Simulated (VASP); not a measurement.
# CuSi16 (a cell with a defect) in VASP: a series of runs, part 2 of 2

VASP 6.6.1. The steps go on from the part before.

**4. Single point, PBE**

INCAR reads:

```
  PREC = Accurate
  ENCUT = 520
  EDIFF = 1E-6
  ISMEAR = 0
  SIGMA = 0.02
  LREAL = Auto
  LASPH = T
  NELM = 60
  ALGO = Normal
  ISIF = 2
  LWAVE = F
  LCHARG = F
  GGA = PE
  NBANDS = 52
  NELECT = 74.0
```

KPOINTS reads:

```
regular mesh
0
Gamma
  2 2 2
```

POSCAR reads:

```
CuSi16
1.0
    0.0000000000      5.4300000000      5.4300000000
    5.4300000000      0.0000000000      5.4300000000
    5.4300000000      5.4300000000      0.0000000000
Si Cu
16 1
Direct
   -0.0026124309      0.0026457643     -0.0053010129
    0.1323057090      0.1349504604      0.0999948435
    0.0109347145      0.0125039595      0.4711441068
    0.1244766114      0.1163169429      0.6233307551
   -0.0008501842      0.5088980663     -0.0081700737
    0.1153090239      0.6289211786      0.1278370166
   -0.0144844383      0.5088120626      0.5008993554
    0.1201983425      0.6395869245      0.6196429098
    0.5055077348      0.0033659300     -0.0078344383
    0.6249432781      0.1152047882      0.1328922652
    0.5115601289     -0.0261627072      0.5061404236
    0.6405891344      0.1152766114      0.6207421731
    0.4878953959      0.4903644567      0.0327836096
    0.6265069061      0.6296297422      0.1272934622
    0.5060965930      0.5075424494      0.5002859116
    0.6172971455      0.6028011971      0.6612485267
    0.3381969613      0.3296997238      0.4947639963
```

Potentials or basis: VASP PAW PBE potentials, release 64 (Si, Cu).

Started as:

```
> cat potpaw_PBE.64/Si/POTCAR potpaw_PBE.64/Cu/POTCAR > POTCAR
> mpirun -np 1 vasp_std > vasp.out
```

OUTCAR:

```text
PREC = Accurate
   ENCUT = 520
   EDIFF = 1E-6
   ISMEAR = 0
   LREAL = Auto
   LASPH = T
   NELM = 60
   ISIF = 2
   GGA = PE
   NELECT = 74.0

 ion  position               nearest neighbor table
   1  0.997  0.003  0.995-   4 2.33  10 2.34   2 2.34   6 2.34
   2  0.132  0.135  0.100-   3 2.33   1 2.34   9 2.34   5 2.35
   3  0.011  0.013  0.471-   4 2.33   2 2.33  12 2.33   8 2.34
   4  0.124  0.116  0.623-   3 2.33   1 2.33  17 2.41  11 2.43   7 2.46
   5  0.999  0.509  0.992-   8 2.33   6 2.34  14 2.34   2 2.35
   6  0.115  0.629  0.128-   5 2.34   7 2.34   1 2.34  13 2.34
   7  0.986  0.509  0.501-  16 2.32  17 2.33   6 2.34   8 2.41   4 2.46
   8  0.120  0.640  0.620-   5 2.33   3 2.34   7 2.41  15 2.42  17 2.47
   9  0.506  0.003  0.992-  12 2.33  10 2.34   2 2.34  14 2.34
  10  0.625  0.115  0.133-   9 2.34   1 2.34  11 2.34  13 2.36
  11  0.512  0.974  0.506-  16 2.34  17 2.34  10 2.34  12 2.42   4 2.43
  12  0.641  0.115  0.621-   3 2.33   9 2.33  11 2.42  17 2.42  15 2.46
  13  0.488  0.490  0.033-  16 2.33  14 2.34   6 2.34  10 2.36  17 2.90
  14  0.627  0.630  0.127-   5 2.34  15 2.34  13 2.34   9 2.34
  15  0.506  0.508  0.500-  16 2.32  17 2.32  14 2.34   8 2.42  12 2.46
  16  0.617  0.603  0.661-  15 2.32   7 2.32  13 2.33  11 2.34
  17  0.338  0.330  0.495-  15 2.32   7 2.33  11 2.34   4 2.41  12 2.42   8 2.47  13 2.90

  LATTYP: Found a face centered cubic cell.
 ALAT       =    10.8600000000

  Lattice vectors:

 A1 = (   0.0000000000,   5.4300000000,   5.4300000000)
 A2 = (   5.4300000000,   0.0000000000,   5.4300000000)
 A3 = (   5.4300000000,   5.4300000000,   0.0000000000)

Analysis of symmetry for initial positions (statically):
=====================================================================
 Subroutine PRICEL returns:
 Original cell was already a primitive cell.

 Routine SETGRP: Setting up the symmetry group for a
 face centered cubic supercell.

 Subroutine GETGRP returns: Found  1 space group operations
 (whereof  1 operations were pure point group operations)
 out of a pool of 48 trial point group operations.

The static configuration has the point symmetry C_1 .

Analysis of symmetry for dynamics (positions and initial velocities):
=====================================================================
 Subroutine PRICEL returns:
 Original cell was already a primitive cell.

 Routine SETGRP: Setting up the symmetry group for a
 face centered cubic supercell.

 Subroutine GETGRP returns: Found  1 space group operations
 (whereof  1 operations were pure point group operations)
 out of a pool of 48 trial point group operations.

The dynamic configuration has the point symmetry C_1 .

 Subroutine INISYM returns: Found  1 space group operations
 (whereof  1 operations are pure point group operations),
 and found     1 'primitive' translations

----------------------------------------------------------------------------------------

                                     Primitive cell

  volume of cell :     320.2060

  direct lattice vectors                    reciprocal lattice vectors
     0.000000000  5.430000000  5.430000000    -0.092081031  0.092081031  0.092081031
     5.430000000  0.000000000  5.430000000     0.092081031 -0.092081031  0.092081031
[... 76 lines left out ...]
  0.500000  0.500000  0.500000      1.000000
  0.500000  0.500000  0.000000      1.000000
  0.000000  0.500000  0.500000      1.000000
  0.500000  0.000000  0.500000      1.000000
   k-points           NKPTS =      8   k-points in BZ     NKDIM =      8   number of bands    NBANDS=     52
   number of dos      NEDOS =    301   number of ions     NIONS =     17
   total plane-waves  NPLWV = 216000
   dimension x,y,z NGX =    60 NGY =   60 NGZ =   60
   dimension x,y,z NGXF=   120 NGYF=  120 NGZF=  120
   ions per type =              16   1
   NGX,Y,Z   is equivalent  to a cutoff of  12.99, 12.99, 12.99 a.u.
   NGXF,Y,Z  is equivalent  to a cutoff of  25.98, 25.98, 25.98 a.u.
 SYSTEM =  unknown system
   PREC   = accura    normal or accurate (medium, high low for compatibility)
   ISTART =      0    job   : 0-new  1-cont  2-samecut
   ICHARG =      2    charge: 1-file 2-atom 10-const
   ISPIN  =      1    spin polarized calculation?
   LNONCOLLINEAR =      F non collinear calculations
   LSORBIT =      F    spin-orbit coupling
   LASPH  =      T    aspherical Exc in radial PAW
   ENCUT  =  520.0 eV  38.22 Ry    6.18 a.u.  14.28 14.28 14.28*2*pi/ulx,y,z
   NELM   =     60;   NELMIN=  2; NELMDL= -5     # of ELM steps
   EDIFF  = 0.1E-05   stopping-criterion for ELM
   LREAL  =      T    real-space projection
   EDIFFG = 0.1E-04   stopping-criterion for IOM
   NSW    =      0    number of steps for IOM
   IBRION =     -1    ionic relax: 0-MD 1-quasi-New 2-CG
   NFREE  =      0    steps in history (QN), initial steepest desc. (CG)
   ISIF   =      2    stress and relaxation
   ISYM   =      2    0-nonsym 1-usesym 2-fastsym
   POTIM  = 0.5000    time-step for ionic-motion
   TEBEG  =    0.0;   TEEND  =   0.0 temperature during run
   PSTRESS=    0.0 pullay stress
   NELECT =      74.0000    total number of electrons
   NUPDOWN=      -1.0000    fix difference up-down
   EMIN   =  10.00;   EMAX   =-10.00  energy-range for DOS
   EFERMI =   0.00;   METHOD = LEGACY
   ISMEAR =     0;   SIGMA  =   0.02  broadening in eV -4-tet -1-fermi 0-gaus
   EFERMI_NEDOS =   21; number of points for ismear=-14 and -15
   IALGO  =     38    algorithm
   IMIX   =      4    mixing-type and parameters
     AMIX     =   0.40;   BMIX     =  1.00
     AMIX_MAG =   1.60;   BMIX_MAG =  1.00
  volume/ion in A,a.u.               =      18.84       127.11
  Fermi-wavevector in a.u.,A,eV,Ry     =   1.004636  1.898488 13.732283  1.009294
  Thomas-Fermi vector in A             =   2.137265
   LORBIT       =      0    0 simple, 1 ext, 2 COOP (PROOUT), +10 PAW based schemes
   GGA     = PE    functional components
   LHFCALC =     F    Hartree Fock is set to
   AEXX    =    0.0000 exact exchange contribution
   IVDW    =     0    specifies the selected vdW correction
   LEPSILON=     F    determine dielectric tensor
   LRPA    =     F    only Hartree local field effects (RPA)
 non-spin polarized calculation
 Gauss-broadening in eV      SIGMA  =   0.02
  energy-cutoff  :      520.00
  volume of cell :      320.21
 maximum number of plane-waves:      8646
 NGX is ok and might be reduce to    60
   NGX = 29   NGY = 29   NGZ = 29

 number of electron      73.9999995 magnetization

 Free energy of the ion-electron system (eV)
  ---------------------------------------------------
  ext. energy  EPLUGINS =         0.00000000
  ---------------------------------------------------
  free energy    TOTEN  =       -94.20462470 eV

  energy without entropy =      -94.20462469  energy(sigma->0) =      -94.20462470

 E-fermi :   6.4322     XC(G=0):  -9.6105

 val. band max:        6.3611264325   @ k =   0.0000   0.0000   0.0000
 cond. band min:       6.5032932971   @ k =   0.0000   0.0000   0.0000
 fundamental gap:      0.1421668646
 Fermi energy:         6.4322098753

 k-point     1 :       0.0000    0.0000    0.0000
  band No.  band energies     occupation
      1      -5.8943      2.00000
      2      -3.5439      2.00000
      3      -3.5073      2.00000
      4      -3.4829      2.00000
      5      -3.4720      2.00000
      6      -1.9800      2.00000
[... 405 lines left out ...]
     48      10.4609      0.00000
     49      10.4679      0.00000
 [bands above 49 left out]

------------------------ aborting loop because EDIFF is reached ----------------------------------------

  FORCE on cell =-STRESS in cart. coord.  units (eV):
  Direction    XX          YY          ZZ          XY          YZ          ZX
  --------------------------------------------------------------------------------------
  -------------------------------------------------------------------------------------
  Total       -1.5623760     -0.9976625     -0.7355540      0.3973464      0.5664681     -0.0893753
  in kB       -7.8174778     -4.9918872     -3.6804053      1.9881555      2.8343699     -0.4471969
  external PRESSURE =      -5.4965901 kB  Pullay stress =       0.0000000 kB

 VOLUME and BASIS-vectors are now :
 -----------------------------------------------------------------------------
  energy-cutoff  :      520.00
  volume of cell :      320.21
      direct lattice vectors                 reciprocal lattice vectors
     0.000000000  5.430000000  5.430000000    -0.092081031  0.092081031  0.092081031
     5.430000000  0.000000000  5.430000000     0.092081031 -0.092081031  0.092081031
     5.430000000  5.430000000  0.000000000     0.092081031  0.092081031 -0.092081031

 POSITION                                       TOTAL-FORCE (eV/Angst)
 -----------------------------------------------------------------------------------
      5.41558     10.81703      5.43018        -0.017729     -0.001999      0.006573
      1.27575      1.26139      1.45120        -0.018551      0.005783      0.006675
      2.62621      2.61769      0.12727        -0.005532     -0.016985     -0.004776
      4.01629      4.06059      1.30751        -0.010031     -0.010636      0.020054
      8.14895     10.81102      8.18870        -0.006130     -0.003427      0.009061
      4.10920      1.32028      4.04117         0.009018      0.006550     -0.023176
[... 9 lines left out ...]
      6.86379      6.94250      6.62513         0.021526      0.022934     -0.017331
      4.47684      4.52298      3.62668        -0.068871     -0.067541      0.059710
 -----------------------------------------------------------------------------------
    total drift:                               -0.002495     -0.000931     -0.000766

  FREE ENERGIE OF THE ION-ELECTRON SYSTEM (eV)
  ---------------------------------------------------
  free  energy   TOTEN  =       -94.2046247000 eV

  energy  without entropy=      -94.2046246908  energy(sigma->0) =      -94.20462470
```

Run time: 4.8 min. Hardware: 1 thread of Intel Xeon Platinum 8559C (Emerald Rapids), shared host; peak memory 0.49 GiB.

What came out:

```yaml
Free_energy: -94.2046 eV
Largest_force: 0.113 eV/Å
```

Forces on the atoms (eV/Å):
```
Si  -0.018 -0.002  0.007
Si  -0.019  0.006  0.007
Si  -0.006 -0.017 -0.005
Si  -0.010 -0.011  0.020
Si  -0.006 -0.003  0.009
Si   0.009  0.007 -0.023
Si   0.011  0.002 -0.017
Si   0.003 -0.003  0.008
Si  -0.009  0.002 -0.003
Si   0.000  0.014  0.000
Si   0.035 -0.008 -0.006
Si   0.008 -0.027 -0.004
Si   0.016  0.038 -0.030
Si   0.008  0.036 -0.003
Si   0.025  0.011 -0.002
Si   0.022  0.023 -0.017
Cu  -0.069 -0.068  0.060
```

Caveat: the k points lie up to 0.50 Å⁻¹ apart; the cell carries a net charge on a neutralising background, which shifts energy and pressure; the cell is charged against a uniform background, so pressure and absolute levels hang on convention.

**5. Single point, PBE**

INCAR reads:

```
PREC = Accurate
ENCUT = 520
EDIFF = 1E-7
ISMEAR = 0
SIGMA = 0.02
LREAL = Auto
LASPH = True
NELM = 80
ALGO = Normal
ISIF = 2
LWAVE = False
LCHARG = False
GGA = PE
NBANDS = 52
NELECT = 74.0
```

KPOINTS is that of step 4.

POSCAR reads:

```
CuSi16
1.0
    0.0000000000      5.4300000000      5.4300000000
    5.4300000000      0.0000000000      5.4300000000
    5.4300000000      5.4300000000      0.0000000000
Si Cu
16 1
Direct
   -0.0027346225      0.0135005525     -0.0029996317
    0.1202415285      0.1391126151      0.1203312155
   -0.0027372928      0.0134943831      0.4922490792
    0.1336190608      0.1169597606      0.6247139042
   -0.0041701657      0.5125874770     -0.0041928177
    0.1192896869      0.6390294659      0.1188554328
    0.0060128913      0.5049394107      0.4945346225
    0.1192902394      0.6390224678      0.6228554328
    0.4921243094      0.0132572744     -0.0026790055
    0.6249939227      0.1170016575      0.1329725599
    0.5132093923     -0.0388931860      0.5128521179
    0.6249904236      0.1170062615      0.6250548803
    0.4949762431      0.5053055249      0.0046305709
    0.6228121547      0.6387515654      0.1192254144
    0.4949794659      0.5053109576      0.4951034070
    0.6376302026      0.5897609576      0.6363174954
    0.3908258748      0.3322255064      0.3884884899
```

Potentials or basis: VASP PAW PBE potentials, release 64 (Si, Cu).

Started as:

```
> cat potpaw_PBE.64/Si/POTCAR potpaw_PBE.64/Cu/POTCAR > POTCAR
> mpirun -np 1 vasp_std > vasp.out
```

OUTCAR:

```text
PREC = Accurate
   ENCUT = 520
   EDIFF = 1E-7
   ISMEAR = 0
   LREAL = Auto
   LASPH = True
   NELM = 80
   ISIF = 2
   GGA = PE
   NELECT = 74.0

 ion  position               nearest neighbor table
   1  0.997  0.014  0.997-   2 2.33  10 2.34   4 2.34   6 2.35
   2  0.120  0.139  0.120-   9 2.33   3 2.33   1 2.33   5 2.34
   3  0.997  0.013  0.492-   2 2.33  12 2.34   4 2.34   8 2.35
   4  0.134  0.117  0.625-   3 2.34   1 2.34  11 2.39   7 2.43  17 2.57
   5  0.996  0.513  0.996-   6 2.34   8 2.34  14 2.34   2 2.34
   6  0.119  0.639  0.119-   5 2.34   1 2.35  13 2.36   7 2.36  17 2.95
   7  0.006  0.505  0.495-  16 2.32   6 2.36   8 2.36  17 2.43   4 2.43
   8  0.119  0.639  0.623-   5 2.34   3 2.35  15 2.36   7 2.36  17 2.95
   9  0.492  0.013  0.997-   2 2.33  10 2.34  12 2.34  14 2.35
  10  0.625  0.117  0.133-   9 2.34   1 2.34  11 2.39  13 2.43  17 2.56
  11  0.513  0.961  0.513-  17 2.33  16 2.33   4 2.39  10 2.39  12 2.39
  12  0.625  0.117  0.625-   9 2.34   3 2.34  11 2.39  15 2.43  17 2.56
  13  0.495  0.505  0.005-  16 2.32   6 2.36  14 2.36  17 2.43  10 2.43
  14  0.623  0.639  0.119-   5 2.34   9 2.35  13 2.36  15 2.36  17 2.94
[... 209 lines left out ...]
 k-point     1 :       0.0000    0.0000    0.0000
  band No.  band energies     occupation
      1      -5.8944      2.00000
      2      -3.5497      2.00000
      3      -3.5049      2.00000
      4      -3.4709      2.00000
      5      -3.4704      2.00000
      6      -2.0436      2.00000
[... 405 lines left out ...]
     48      10.5039      0.00000
     49      10.5066      0.00000
 [bands above 49 left out]

------------------------ aborting loop because EDIFF is reached ----------------------------------------

  FORCE on cell =-STRESS in cart. coord.  units (eV):
  Direction    XX          YY          ZZ          XY          YZ          ZX
  --------------------------------------------------------------------------------------
  -------------------------------------------------------------------------------------
  Total       -1.8279426     -1.8278211     -1.8672411     -0.1874225     -0.2150739      0.2147806
  in kB       -9.1462625     -9.1456545     -9.3428957     -0.9377842     -1.0761400      1.0746726
  external PRESSURE =      -9.2116042 kB  Pullay stress =       0.0000000 kB

 VOLUME and BASIS-vectors are now :
 -----------------------------------------------------------------------------
  energy-cutoff  :      520.00
  volume of cell :      320.21
      direct lattice vectors                 reciprocal lattice vectors
     0.000000000  5.430000000  5.430000000    -0.092081031  0.092081031  0.092081031
     5.430000000  0.000000000  5.430000000     0.092081031 -0.092081031  0.092081031
     5.430000000  5.430000000  0.000000000     0.092081031  0.092081031 -0.092081031

 POSITION                                       TOTAL-FORCE (eV/Angst)
 -----------------------------------------------------------------------------------
      5.48702     10.82886      5.48846        -0.003746      0.001879     -0.004297
      1.40878      1.30631      1.40829         0.002086     -0.002082      0.001294
      2.74619      8.08805      5.48841        -0.001849      0.003774     -0.004284
      4.02729      4.11775      1.36064         0.006142     -0.005822      0.003462
      8.19058     10.81459      8.19071         0.001299     -0.001721     -0.004835
      4.11531      1.29313      4.11767        -0.003458     -0.000921      0.000072
[... 9 lines left out ...]
      6.65761      6.91754      6.66473         0.001831     -0.001988     -0.001395
      3.91348      4.23168      3.92617         0.011304     -0.011347      0.005678
 -----------------------------------------------------------------------------------
    total drift:                               -0.003730      0.003890     -0.006892

  FREE ENERGIE OF THE ION-ELECTRON SYSTEM (eV)
  ---------------------------------------------------
  free  energy   TOTEN  =       -94.2209585373 eV

  energy  without entropy=      -94.2209585373  energy(sigma->0) =      -94.22095854
```

stdout:

```text
POSCAR found type information on POSCAR SiCu
 POSCAR found :  2 types and      17 ions
 scaLAPACK will be used
 LDA part: xc-table for (Slater+PW92), standard interpolation
 POSCAR, INCAR and KPOINTS ok, starting setup
 FFT: planning ... GRIDC
 FFT: planning ... GRID_SOFT
 FFT: planning ... GRID
 WAVECAR not read
 entering main loop
 the old and the new charge density differ
 old charge density:    75.00000 new   74.00000
    0.227E+01
```

Wall time 4.9 min (1 thread of Intel Xeon Platinum 8559C (Emerald Rapids), shared host); peak memory 0.49 GiB.

What came out:

| Item | Value |
| --- | --- |
| Free energy | -94.2210 eV |
| Largest force | 0.017 eV/Å |

Forces on the atoms (eV/Å):
```
Si  -0.004  0.002 -0.004
Si   0.002 -0.002  0.001
Si  -0.002  0.004 -0.004
Si   0.006 -0.006  0.003
Si   0.001 -0.002 -0.005
Si  -0.003 -0.001  0.000
Si   0.000  0.000 -0.008
Si   0.001  0.003  0.000
Si  -0.004  0.004 -0.002
Si   0.003 -0.003  0.004
Si  -0.005  0.005 -0.001
Si   0.003 -0.003  0.004
Si  -0.008  0.003  0.002
Si   0.000  0.000  0.003
Si  -0.003  0.008  0.002
Si   0.002 -0.002 -0.001
Cu   0.011 -0.011  0.006
```

Levels at points of the mesh, in eV from the Fermi level:
```
           k point  band 34  band 35  band 36  band 37  band 38  band 39  band 40  band 41
(0.00, 0.00, 0.00)    -0.81    -0.57    -0.11    -0.11     0.26     0.69     0.69     0.71
(0.50, 0.00, 0.00)    -0.82    -0.76    -0.68    -0.59     0.66     1.16     1.36     1.41
(0.00, 0.50, 0.00)    -0.84    -0.84    -0.65    -0.64     0.50     1.34     1.41     1.42
(0.00, 0.00, 0.50)    -0.82    -0.76    -0.68    -0.60     0.67     1.17     1.36     1.40
(0.50, 0.50, 0.50)    -0.82    -0.76    -0.68    -0.60     0.67     1.17     1.36     1.40
(0.50, 0.50, 0.00)    -1.44    -1.36    -1.33    -0.88     0.75     1.14     2.10     2.15
(0.00, 0.50, 0.50)    -1.44    -1.36    -1.33    -0.88     0.75     1.14     2.10     2.15
(0.50, 0.00, 0.50)    -1.44    -1.36    -1.33    -0.88     0.75     1.14     2.10     2.15
```

Caveat: the k points lie up to 0.50 Å⁻¹ apart; the cell carries a net charge on a neutralising background, which shifts energy and pressure; the cell is charged against a uniform background, so pressure and absolute levels hang on convention.
